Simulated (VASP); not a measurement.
## Li2WN2: single point with PBE

Li2WN2:

```xyz
5
Lattice="-1.8174 1.8174 3.1120 1.8174 -1.8174 3.1120 1.8174 1.8174 -3.1120" Properties=species:S:1:pos:R:3 pbc="T T T"
Li    0.0000    0.0000    2.2059
Li    0.0000    0.0000    4.0181
W     0.0000    0.0000    0.0000
N     0.0000    1.8174    1.5560
N     1.8174    0.0000    1.5560
```

The cell was generated, and may not be a known phase.

| Property | Result |
| --- | --- |
| Program | VASP 6.6.1 |
| Task | single point |
| Functional | PBE |
| Potentials or basis | VASP PAW PBE potentials, release 64 (Li_sv, W_sv, N) |
| Cutoff | 520 eV |
| k mesh | 14 × 14 × 14 |
| Occupations | gaussian, width 0.1 eV |
| Spin | no spin polarisation |
| Dipole correction | no |
| Further INCAR settings | ALGO = Normal; EDIFF = 1e-06; NBANDS = 23 |

The largest force is 0.079 eV/Å and the band gap on the k mesh is zero (bands 15 and 16 overlap by 0.86 eV).

Forces on the atoms (eV/Å):
```
Li   0.000  0.000  0.079
Li   0.000  0.000 -0.079
W    0.000  0.000  0.000
N    0.000  0.000  0.000
N    0.000  0.000  0.000
```

Levels at points of the mesh, in eV from the Fermi level:
```
           k point  band 13  band 14  band 15  band 16  band 17  band 18
(0.00, 0.00, 0.00)    -2.27    -0.56    -0.56    -0.16     4.17     4.43
(0.50, 0.00, 0.00)    -2.93    -2.28    -0.64    -0.18     1.76     4.03
(0.50, 0.50, 0.00)    -2.07    -1.09     0.65     0.80     2.26     3.27
(0.50, 0.50, 0.50)    -2.09    -0.78    -0.76     0.31     0.84     2.60
```

Run time: 2.1 min on 1 thread of Intel(R) Xeon(R) 6975P-C (Granite Rapids) (shared host), peak memory 0.33 GiB.

Caveat: spin-orbit coupling is left out, which moves the levels of the heavy elements.
